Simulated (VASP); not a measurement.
Ge, 2 atoms in the cell. The cell holds a slab with vacuum, 2 atoms: a = 3.901 Å, b = 3.901 Å, c = 28.000 Å, α = 90.00°, β = 90.00°, γ = 120.00°. 

| Quantity | Value |
| --- | --- |
| Program | VASP 6.6.1 |
| Task | single point |
| Functional | PBE |
| Dispersion | D3(BJ) |
| Potentials or basis | VASP PAW PBE potentials, release 64 (Ge_d) |
| Cutoff | 520 eV |
| k mesh | 12 × 12 × 1 |
| Occupations | gaussian, width 0.1 eV |
| Spin | no spin polarisation |
| Dipole correction | yes |
| Further INCAR settings | ALGO = Normal; EDIFF = 1e-06; NBANDS = 21 |

Potentials or basis: VASP PAW PBE potentials, release 64 (Ge_d).

The run is started by

```console
$ cat potpaw_PBE.64/Ge_d/POTCAR > POTCAR
$ mpirun -np 1 vasp_std > vasp.out
```

Hardware: 1 thread of Intel(R) Xeon(R) 6975P-C (Granite Rapids), on a shared host.

Estimate the wall time of this run.

Wall time 2.1 min on 1 thread of Intel(R) Xeon(R) 6975P-C (Granite Rapids), on a shared host, peak memory 0.49 GiB. Counts: scf iterations 21, k points 19.
